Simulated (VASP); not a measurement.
# Ca2Zr (Fd-3m) in VASP: notebook, part 2 of 2

VASP 6.6.1.

### Step 3. Single point, PBE

This run uses another cell than the first one, of 32.52 Å³/atom, 1.331 times its volume.

INCAR

```
SYSTEM = Ca2Zr
PREC     = Accurate       ! precision mode
ENCUT    = 520            ! plane-wave cutoff, eV
EDIFF    = 1E-7           ! SCF threshold, eV
ISMEAR   = 0              ! smearing method
SIGMA    = 0.1            ! smearing width, eV
LREAL    = .FALSE.        ! projectors in reciprocal space
LASPH    = .TRUE.         ! aspherical terms in the spheres
NELM     = 100            ! most SCF steps
ALGO     = Fast           ! electronic algorithm
ISIF     = 2              ! what is computed and relaxed
LWAVE    = .FALSE.        ! write WAVECAR
LCHARG   = .FALSE.        ! write CHGCAR
GGA      = PE             ! functional
NBANDS   = 41             ! bands
```

KPOINTS

```
regular mesh
0
G
  4 4 4
  0 0 0
```

POSCAR

```
Ca2Zr
1.0
    0.0000000000      4.6036214908      4.6036214908
    4.6036214908      0.0000000000      4.6036214908
    4.6036214908      4.6036214908      0.0000000000
Ca Zr
4 2
Direct
    0.6250000000      0.6250000000      0.6250000000
    0.1250000000      0.6250000000      0.6250000000
    0.6250000000      0.6250000000      0.1250000000
    0.6250000000      0.1250000000      0.6250000000
    0.0000000000      0.0000000000      0.0000000000
    0.2500000000      0.2500000000      0.2500000000
```

Potentials or basis: VASP PAW PBE potentials, release 64 (Ca_sv, Zr_sv).

Command:

```sh
cat potpaw_PBE.64/Ca_sv/POTCAR potpaw_PBE.64/Zr_sv/POTCAR > POTCAR
mpirun -np 1 vasp_std > vasp.out
```

OUTCAR:

```text
SYSTEM = Ca2Zr
   PREC = Accurate
   ENCUT = 520
   EDIFF = 1E-7
   ISMEAR = 0
   LREAL = .FALSE.
   LASPH = .TRUE.
   NELM = 100
   ISIF = 2
   GGA = PE

 ion  position               nearest neighbor table
   1  0.625  0.625  0.625-
   2  0.125  0.625  0.625-
   3  0.625  0.625  0.125-
   4  0.625  0.125  0.625-
   5  0.000  0.000  0.000-
[... 541 lines left out ...]
  Direction    XX          YY          ZZ          XY          YZ          ZX
  --------------------------------------------------------------------------------------
  -------------------------------------------------------------------------------------
  Total        0.2658580      0.2658580      0.2658580      0.0000000      0.0000000      0.0000000
  in kB        2.1828880      2.1828880      2.1828880      0.0000000      0.0000000      0.0000000
  external PRESSURE =       2.1828880 kB  Pullay stress =       0.0000000 kB

 VOLUME and BASIS-vectors are now :
 -----------------------------------------------------------------------------
  energy-cutoff  :      520.00
  volume of cell :      195.13
      direct lattice vectors                 reciprocal lattice vectors
     0.000000000  4.603621491  4.603621491    -0.108610146  0.108610146  0.108610146
     4.603621491  0.000000000  4.603621491     0.108610146 -0.108610146  0.108610146
     4.603621491  4.603621491  0.000000000     0.108610146  0.108610146 -0.108610146

 POSITION                                       TOTAL-FORCE (eV/Angst)
 -----------------------------------------------------------------------------------
      5.75453      5.75453      5.75453         0.000000      0.000000      0.000000
      5.75453      3.45272      3.45272         0.000000      0.000000      0.000000
      3.45272      3.45272      5.75453         0.000000      0.000000      0.000000
      3.45272      5.75453      3.45272         0.000000      0.000000      0.000000
      0.00000      0.00000      0.00000        -0.000000     -0.000000     -0.000000
      2.30181      2.30181      2.30181         0.000000      0.000000     -0.000000
 -----------------------------------------------------------------------------------
    total drift:                                0.000000      0.000000     -0.000000

  FREE ENERGIE OF THE ION-ELECTRON SYSTEM (eV)
  ---------------------------------------------------
  free  energy   TOTEN  =       -19.7813675954 eV

  energy  without entropy=      -19.6718561852  energy(sigma->0) =      -19.72661189
```

OSZICAR:

```text
N       E                     dE             d eps       ncg     rms          rms(c)
DAV:   1     0.712200504501E+03    0.71220E+03   -0.31624E+04   656   0.149E+03
DAV:   2     0.284661016012E+02   -0.68373E+03   -0.67162E+03   716   0.457E+02
DAV:   3    -0.189523371266E+02   -0.47418E+02   -0.45329E+02  1024   0.941E+01
[... 24 lines left out ...]
RMM:  28    -0.197813673689E+02   -0.11108E-06   -0.69889E-06  1060   0.692E-03    0.339E-03
RMM:  29    -0.197813674378E+02   -0.68842E-07   -0.56364E-06   989   0.599E-03    0.147E-03
RMM:  30    -0.197813674636E+02   -0.25897E-07   -0.15474E-06   825   0.425E-03    0.565E-04
RMM:  31    -0.197813675514E+02   -0.87792E-07   -0.13060E-06   701   0.351E-03    0.696E-04
RMM:  32    -0.197813675954E+02   -0.43945E-07   -0.84015E-07   665   0.317E-03
   1 F= -.19781368E+02 E0= -.19726612E+02  d E =-.109511E+00
```

stdout:

```text
POSCAR found type information on POSCAR CaZr
[... 27 lines left out ...]
 num prob  num prob  num prob  num prob  num prob  num prob  num prob  num prob  num prob  num prob  num prob  num prob  num prob  num prob  num prob  num prob  num prob  num prob  num prob  num prob  num prob  num prob  num prob  num prob  num prob  num prob  num prob  num prob  num prob  num prob  num prob  num prob  num prob  num prob  num prob RMM:  32    -0.197813675954E+02   -0.43945E-07   -0.84015E-07   665   0.317E-03
```

Run time: 2.7 min. Hardware: 1 thread of AMD EPYC 7R43 (Zen 3), shared host; peak memory 0.32 GiB.

What came out:

```yaml
Free_energy: -19.7814 eV
Pressure: 0.2 GPa
Band_gap_on_the_k_mesh: zero (band 32 reaches 3.98 eV, above the bottom of band 33 at 3.76 eV)
```

Levels at points of the mesh, in eV from the Fermi level:
```csv
k point,band 29,band 30,band 31,band 32,band 33,band 34,band 35,band 36
"(0.00, 0.00, 0.00)",-0.81,-0.23,-0.23,-0.04,-0.04,-0.04,0.10,0.10
"(0.50, 0.00, 0.00)",-0.97,-0.08,-0.08,0.12,0.21,0.21,0.23,0.34
"(0.50, 0.50, 0.00)",-0.62,-0.62,-0.05,-0.05,0.25,0.25,0.25,0.25
```
